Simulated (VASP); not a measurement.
# NaLa (P-6m2) in VASP: notebook

Runs on NaLa. Level: PBE. Tasks: single point.

All numbers are computed with VASP 6.6.1; they aren't measurements. Logs are shortened: lines on timing, memory, paths and dates and some standing lists are left out, and cuts for length are marked.

**1. The cell of the first run**

Symmetry: P-6m2, No. 187, hexagonal system. The conventional cell has a = 3.606 Å, b = 3.606 Å, c = 6.484 Å, α = 90.00°, β = 90.00°, γ = 120.00°. Within 4.7 Å of La (site symmetry -6m2) lie 6 La at 3.61 Å and 6 Na at 3.85 Å. Na (site symmetry -6m2) has 6 Na at 3.61 Å and 6 La at 3.85 Å within 4.7 Å.

**2. Single point, PBE**

Contents of INCAR:

```
SYSTEM = NaLa
  ALGO = Fast
  EDIFF = 1E-7
  ENCUT = 520
  GGA = PE
  ISIF = 2
  ISMEAR = -1
  LASPH = .True.
  LCHARG = .False.
  LREAL = .False.
  LWAVE = .False.
  NBANDS = 16
  NELM = 80
  PREC = Accurate
  SIGMA = 0.05
```

Contents of KPOINTS:

```
k-points
0
Gamma
  8 8 4
  0 0 0
```

Contents of POSCAR:

```
NaLa
1.0
    3.6062507687      0.0000000000      0.0000000000
   -1.8031253843      3.1231047781      0.0000000000
    0.0000000000      0.0000000000      6.4837820000
La Na
1 1
Direct
    0.3333333333      0.6666666667      0.5000000000
    0.0000000000      0.0000000000      0.0000000000
```

Potentials or basis: VASP PAW PBE potentials, release 64 (La, Na_pv).

Run with:

```
$ cat potpaw_PBE.64/La/POTCAR potpaw_PBE.64/Na_pv/POTCAR > POTCAR
$ mpirun -np 1 vasp_std > vasp.out
```

OUTCAR:

```text
SYSTEM = NaLa
   EDIFF = 1E-7
   ENCUT = 520
   GGA = PE
   ISIF = 2
   ISMEAR = -1
   LASPH = .True.
   LREAL = .False.
   NELM = 80
   PREC = Accurate

 ion  position               nearest neighbor table
   1  0.333  0.667  0.500-
   2  0.000  0.000  0.000-

  LATTYP: Found a hexagonal cell.
 ALAT       =     3.6062507687
 C/A-ratio  =     1.7979287675

  Lattice vectors:

 A1 = (   3.6062507687,   0.0000000000,   0.0000000000)
 A2 = (  -1.8031253843,   3.1231047781,   0.0000000000)
 A3 = (   0.0000000000,   0.0000000000,   6.4837820000)

Analysis of symmetry for initial positions (statically):
=====================================================================
 Subroutine PRICEL returns:
 Original cell was already a primitive cell.

 Routine SETGRP: Setting up the symmetry group for a
 hexagonal supercell.

 Subroutine GETGRP returns: Found 12 space group operations
 (whereof 12 operations were pure point group operations)
 out of a pool of 24 trial point group operations.

The static configuration has the point symmetry D_3h.

Analysis of symmetry for dynamics (positions and initial velocities):
=====================================================================
 Subroutine PRICEL returns:
 Original cell was already a primitive cell.

 Routine SETGRP: Setting up the symmetry group for a
 hexagonal supercell.

 Subroutine GETGRP returns: Found 12 space group operations
 (whereof 12 operations were pure point group operations)
 out of a pool of 24 trial point group operations.

The dynamic configuration has the point symmetry D_3h.

 Subroutine INISYM returns: Found 12 space group operations
 (whereof 12 operations are pure point group operations),
 and found     1 'primitive' translations

----------------------------------------------------------------------------------------

                                     Primitive cell

  volume of cell :      73.0249

  direct lattice vectors                    reciprocal lattice vectors
     3.606250769  0.000000000  0.000000000     0.277296301  0.160097094  0.000000000
    -1.803125384  3.123104778  0.000000000     0.000000000  0.320194188  0.000000000
     0.000000000  0.000000000  6.483782000     0.000000000  0.000000000  0.154230972

  length of vectors
     3.606250769  3.606250769  6.483782000     0.320194188  0.320194188  0.154230972

  position of ions in fractional coordinates (direct lattice)
     0.333333333  0.666666667  0.500000000
     0.000000000  0.000000000  0.000000000

  ion indices of the primitive-cell ions
   primitive index   ion index
                 1           1
                 2           2

----------------------------------------------------------------------------------------

 KPOINTS: k-points

Automatic generation of k-mesh.
 Grid dimensions read from file:
 generate k-points for:    8    8    4

 Generating k-lattice:

  Cartesian coordinates                     Fractional coordinates (reciprocal lattice)
     0.034662038  0.020012137  0.000000000     0.125000000 -0.000000000  0.000000000
     0.000000000  0.040024274  0.000000000     0.000000000  0.125000000  0.000000000
     0.000000000  0.000000000  0.038557743     0.000000000  0.000000000  0.250000000

  Length of vectors
     0.040024274  0.040024274  0.038557743

  Shift w.r.t. Gamma in fractional coordinates (k-lattice)
     0.000000000  0.000000000  0.000000000

 Subroutine IBZKPT returns following result:
 ===========================================

 Found     30 irreducible k-points:

 Following reciprocal coordinates:
            Coordinates               Weight
  0.000000  0.000000  0.000000      1.000000
  0.125000  0.000000  0.000000      6.000000
  0.250000  0.000000  0.000000      6.000000
  0.375000  0.000000  0.000000      6.000000
  0.500000  0.000000  0.000000      3.000000
  0.125000  0.125000  0.000000      6.000000
[... 16 lines left out ...]
  0.250000  0.000000  0.500000      6.000000
  0.375000  0.000000  0.500000      6.000000
 [... further k-points ...]
   k-points           NKPTS =     30   k-points in BZ     NKDIM =     30   number of bands    NBANDS=     16
   number of dos      NEDOS =    301   number of ions     NIONS =      2
   total plane-waves  NPLWV =  37632
   dimension x,y,z NGX =    28 NGY =   28 NGZ =   48
   dimension x,y,z NGXF=    56 NGYF=   56 NGZF=   96
   ions per type =               1   1
   NGX,Y,Z   is equivalent  to a cutoff of  12.91, 12.91, 12.31 a.u.
   NGXF,Y,Z  is equivalent  to a cutoff of  25.82, 25.82, 24.61 a.u.
 SYSTEM =  NaLa
   PREC   = accura    normal or accurate (medium, high low for compatibility)
   ISTART =      0    job   : 0-new  1-cont  2-samecut
   ICHARG =      2    charge: 1-file 2-atom 10-const
   ISPIN  =      1    spin polarized calculation?
   LNONCOLLINEAR =      F non collinear calculations
   LSORBIT =      F    spin-orbit coupling
   LASPH  =      T    aspherical Exc in radial PAW
   ENCUT  =  520.0 eV  38.22 Ry    6.18 a.u.   6.71  6.71 12.06*2*pi/ulx,y,z
   NELM   =     80;   NELMIN=  2; NELMDL= -5     # of ELM steps
   EDIFF  = 0.1E-06   stopping-criterion for ELM
   LREAL  =      F    real-space projection
   EDIFFG = 0.1E-05   stopping-criterion for IOM
   NSW    =      0    number of steps for IOM
   IBRION =     -1    ionic relax: 0-MD 1-quasi-New 2-CG
   NFREE  =      0    steps in history (QN), initial steepest desc. (CG)
   ISIF   =      2    stress and relaxation
   ISYM   =      2    0-nonsym 1-usesym 2-fastsym
   POTIM  = 0.5000    time-step for ionic-motion
   TEBEG  =    0.0;   TEEND  =   0.0 temperature during run
   PSTRESS=    0.0 pullay stress
   NELECT =      18.0000    total number of electrons
   NUPDOWN=      -1.0000    fix difference up-down
   EMIN   =  10.00;   EMAX   =-10.00  energy-range for DOS
   EFERMI =   0.00;   METHOD = LEGACY
   ISMEAR =    -1;   SIGMA  =   0.05  broadening in eV -4-tet -1-fermi 0-gaus
   EFERMI_NEDOS =   21; number of points for ismear=-14 and -15
   IALGO  =     68    algorithm
   IMIX   =      4    mixing-type and parameters
     AMIX     =   0.40;   BMIX     =  1.00
     AMIX_MAG =   1.60;   BMIX_MAG =  1.00
  volume/ion in A,a.u.               =      36.51       246.40
  Fermi-wavevector in a.u.,A,eV,Ry     =   1.026460  1.939728 14.335373  1.053620
  Thomas-Fermi vector in A             =   2.160354
   LORBIT       =      0    0 simple, 1 ext, 2 COOP (PROOUT), +10 PAW based schemes
   GGA     = PE    functional components
   LHFCALC =     F    Hartree Fock is set to
   AEXX    =    0.0000 exact exchange contribution
   IVDW    =     0    specifies the selected vdW correction
   LEPSILON=     F    determine dielectric tensor
   LRPA    =     F    only Hartree local field effects (RPA)
 non-spin polarized calculation
 RMM-DIIS sequential band-by-band and
  energy-cutoff  :      520.00
  volume of cell :       73.02
 maximum number of plane-waves:      1984
 NGX is ok and might be reduce to    28
   NGX = 13   NGY = 13   NGZ = 25

 number of electron      17.9999986 magnetization

 Free energy of the ion-electron system (eV)
  ---------------------------------------------------
  ext. energy  EPLUGINS =         0.00000000
  ---------------------------------------------------
  free energy    TOTEN  =        -5.86285552 eV

  energy without entropy =       -5.84041446  energy(sigma->0) =       -5.85163499

 E-fermi :   4.2344     XC(G=0):  -8.1427

 val. band max:        4.2127666571   @ k =   0.2500   0.0000   0.0000
 cond. band min:       4.2687863035   @ k =   0.2500   0.1250   0.2500
 fundamental gap:      0.0560196464
 Fermi energy:         4.2343943984

 k-point     1 :       0.0000    0.0000    0.0000
  band No.  band energies     occupation
      1     -28.9430      2.00000
      2     -20.2398      2.00000
      3     -20.2398      2.00000
      4     -20.2397      2.00000
      5     -12.7148      2.00000
      6     -11.8747      2.00000
[... 8 lines left out ...]
     15       6.0556      0.00000
     16       6.0565      0.00000

 k-point     2 :       0.1250    0.0000    0.0000
  band No.  band energies     occupation
      1     -28.9152      2.00000
      2     -20.2457      2.00000
      3     -20.2412      2.00000
      4     -20.2387      2.00000
      5     -12.6803      2.00000
      6     -12.1041      2.00000
[... 8 lines left out ...]
     15       5.9973      0.00000
     16       6.0616      0.00000

 k-point     3 :       0.2500    0.0000    0.0000
  band No.  band energies     occupation
      1     -28.8470      2.00000
      2     -20.2599      2.00000
      3     -20.2446      2.00000
      4     -20.2365      2.00000
      5     -12.6201      2.00000
      6     -12.5955      2.00000
[... 8 lines left out ...]
     15       5.9684      0.00000
     16       6.0362      0.00000

 k-point     4 :       0.3750    0.0000    0.0000
  band No.  band energies     occupation
      1     -28.7772      2.00000
      2     -20.2741      2.00000
      3     -20.2480      2.00000
      4     -20.2342      2.00000
      5     -13.0934      2.00000
      6     -12.5084      2.00000
[... 8 lines left out ...]
     15       6.0280      0.00000
     16       6.0570      0.00000
[... 324 lines left out ...]
 k-point    22 :       0.1250    0.0000    0.5000
  band No.  band energies     occupation
      1     -28.9153      2.00000
      2     -20.2457      2.00000
      3     -20.2412      2.00000
      4     -20.2381      2.00000
      5     -12.6857      2.00000
      6     -12.1039      2.00000
[... 8 lines left out ...]
     15       5.8782      0.00000
     16       6.0093      0.00000

 k-point    23 :       0.2500    0.0000    0.5000
  band No.  band energies     occupation
      1     -28.8470      2.00000
      2     -20.2600      2.00000
      3     -20.2446      2.00000
      4     -20.2361      2.00000
      5     -12.6195      2.00000
      6     -12.5992      2.00000
[... 8 lines left out ...]
     15       5.9563      0.00000
     16       6.0480      0.00000

 k-point    24 :       0.3750    0.0000    0.5000
  band No.  band energies     occupation
      1     -28.7772      2.00000
      2     -20.2742      2.00000
      3     -20.2479      2.00000
      4     -20.2342      2.00000
      5     -13.0926      2.00000
      6     -12.5104      2.00000
[... 8 lines left out ...]
     15       6.0418      0.00000
     16       6.0619      0.00000

 [... further k-points ...]

------------------------ aborting loop because EDIFF is reached ----------------------------------------

  FORCE on cell =-STRESS in cart. coord.  units (eV):
  Direction    XX          YY          ZZ          XY          YZ          ZX
  --------------------------------------------------------------------------------------
  -------------------------------------------------------------------------------------
  Total       -0.2708715     -0.2708715      0.1274578     -0.0000000      0.0000000      0.0000000
  in kB       -5.9429631     -5.9429631      2.7964434     -0.0000000      0.0000000      0.0000000
  external PRESSURE =      -3.0298276 kB  Pullay stress =       0.0000000 kB

 VOLUME and BASIS-vectors are now :
 -----------------------------------------------------------------------------
  energy-cutoff  :      520.00
  volume of cell :       73.02
      direct lattice vectors                 reciprocal lattice vectors
     3.606250769  0.000000000  0.000000000     0.277296301  0.160097094  0.000000000
    -1.803125384  3.123104778  0.000000000     0.000000000  0.320194188  0.000000000
     0.000000000  0.000000000  6.483782000     0.000000000  0.000000000  0.154230972

 POSITION                                       TOTAL-FORCE (eV/Angst)
 -----------------------------------------------------------------------------------
     -0.00000      2.08207      3.24189        -0.000000      0.000000      0.000000
      0.00000      0.00000      0.00000         0.000000     -0.000000      0.000000
 -----------------------------------------------------------------------------------
    total drift:                                0.000000     -0.000000     -0.000000

  FREE ENERGIE OF THE ION-ELECTRON SYSTEM (eV)
  ---------------------------------------------------
  free  energy   TOTEN  =        -5.8628555249 eV

  energy  without entropy=       -5.8404144573  energy(sigma->0) =       -5.85163499
```

It took 2 min on 1 thread of Intel Xeon Platinum 8259CL at 2.50GHz (Skylake/Cascade Lake), shared host; peak memory 0.22 GiB.

Results:

```yaml
Free_energy: -5.8629 eV
Pressure: -0.3 GPa
Band_gap_on_the_k_mesh: zero (bands 9 and 10 overlap by 0.73 eV)
```

Stress tensor (GPa, compression positive):
```
-0.59  0.00  0.00
 0.00 -0.59  0.00
 0.00  0.00  0.28
```

Caveat: spin-orbit coupling is left out, which moves the levels of the heavy elements.

**3. Single point, PBE**

Contents of INCAR:

```
SYSTEM = NaLa
PREC = Accurate
ENCUT = 520
EDIFF = 1E-6
ISMEAR = -1
SIGMA = 0.05
LREAL = .FALSE.
LASPH = .TRUE.
NELM = 100
ALGO = Fast
ISIF = 2
LWAVE = .FALSE.
LCHARG = .FALSE.
GGA = PE
NBANDS = 16
```

Contents of KPOINTS:

```
regular mesh
0
G
  10 10 5
  0 0 0
```

POSCAR is that of step 2.

Potentials or basis: VASP PAW PBE potentials, release 64 (La, Na_pv).

Run with:

```
$ cat potpaw_PBE.64/La/POTCAR potpaw_PBE.64/Na_pv/POTCAR > POTCAR
$ mpirun -np 1 vasp_std > vasp.out
```

OUTCAR:

```text
SYSTEM = NaLa
   PREC = Accurate
   ENCUT = 520
   EDIFF = 1E-6
   ISMEAR = -1
   LREAL = .FALSE.
   LASPH = .TRUE.
   NELM = 100
   ISIF = 2
   GGA = PE

 ion  position               nearest neighbor table
   1  0.333  0.667  0.500-
   2  0.000  0.000  0.000-

  LATTYP: Found a hexagonal cell.
 ALAT       =     3.6062507687
 C/A-ratio  =     1.7979287675

  Lattice vectors:

 A1 = (   3.6062507687,   0.0000000000,   0.0000000000)
[... 639 lines left out ...]
     16       6.1293      0.00000

 [... further k-points ...]

------------------------ aborting loop because EDIFF is reached ----------------------------------------

  FORCE on cell =-STRESS in cart. coord.  units (eV):
  Direction    XX          YY          ZZ          XY          YZ          ZX
  --------------------------------------------------------------------------------------
  -------------------------------------------------------------------------------------
  Total       -0.0264417     -0.0264417      0.0355039     -0.0000000      0.0000000      0.0000000
  in kB       -0.5801356     -0.5801356      0.7789614     -0.0000000      0.0000000      0.0000000
  external PRESSURE =      -0.1271032 kB  Pullay stress =       0.0000000 kB

 VOLUME and BASIS-vectors are now :
 -----------------------------------------------------------------------------
  energy-cutoff  :      520.00
  volume of cell :       73.02
      direct lattice vectors                 reciprocal lattice vectors
     3.606250769  0.000000000  0.000000000     0.277296301  0.160097094  0.000000000
    -1.803125384  3.123104778  0.000000000     0.000000000  0.320194188  0.000000000
     0.000000000  0.000000000  6.483782000     0.000000000  0.000000000  0.154230972

 POSITION                                       TOTAL-FORCE (eV/Angst)
 -----------------------------------------------------------------------------------
     -0.00000      2.08207      3.24189         0.000000     -0.000000      0.000000
      0.00000      0.00000      0.00000        -0.000000      0.000000      0.000000
 -----------------------------------------------------------------------------------
    total drift:                                0.000000     -0.000000     -0.000000

  FREE ENERGIE OF THE ION-ELECTRON SYSTEM (eV)
  ---------------------------------------------------
  free  energy   TOTEN  =        -5.8558112890 eV

  energy  without entropy=       -5.8369783436  energy(sigma->0) =       -5.84639482
```

OSZICAR:

```text
N       E                     dE             d eps       ncg     rms          rms(c)
DAV:   1     0.182942581893E+03    0.18294E+03   -0.74854E+03  1352   0.141E+03
DAV:   2     0.128940563346E+02   -0.17005E+03   -0.16549E+03  1784   0.281E+02
DAV:   3    -0.442939506212E+01   -0.17323E+02   -0.17009E+02  1648   0.110E+02
[... 21 lines left out ...]
RMM:  25    -0.585580493246E+01   -0.37840E-05   -0.36138E-05  1820   0.284E-02    0.438E-03
RMM:  26    -0.585580704254E+01   -0.21101E-05   -0.27495E-05  1790   0.276E-02    0.131E-03
RMM:  27    -0.585580894947E+01   -0.19069E-05   -0.18948E-05  1725   0.259E-02    0.152E-03
RMM:  28    -0.585581036548E+01   -0.14160E-05   -0.14400E-05  1715   0.226E-02    0.160E-03
RMM:  29    -0.585581128899E+01   -0.92351E-06   -0.98980E-06  1658   0.212E-02
   1 F= -.58558113E+01 E0= -.58463948E+01  d E =-.188329E-01
```

It took 2.3 min on 1 thread of Intel Xeon Platinum 8259CL at 2.50GHz (Skylake/Cascade Lake), shared host; peak memory 0.22 GiB.

Results:

```yaml
Free_energy: -5.8558 eV
Pressure: 0.0 GPa
Band_gap_on_the_k_mesh: zero (bands 9 and 10 overlap by 0.87 eV)
```

Levels at points of the mesh, in eV from the Fermi level:
```tsv
k point	band 5	band 6	band 7	band 8	band 9	band 10	band 11	band 12	band 13	band 14
(0.00, 0.00, 0.00)	-16.86	-15.98	-15.98	-3.24	-1.17	0.80	1.18	1.72	1.73	1.80
(0.50, 0.00, 0.00)	-17.39	-16.62	-16.31	-1.35	-0.62	0.46	1.25	1.42	1.60	1.79
```

Caveat: spin-orbit coupling is left out, which moves the levels of the heavy elements.

The gap in the log of VASP goes by the Fermi energy; the results here count the filled bands.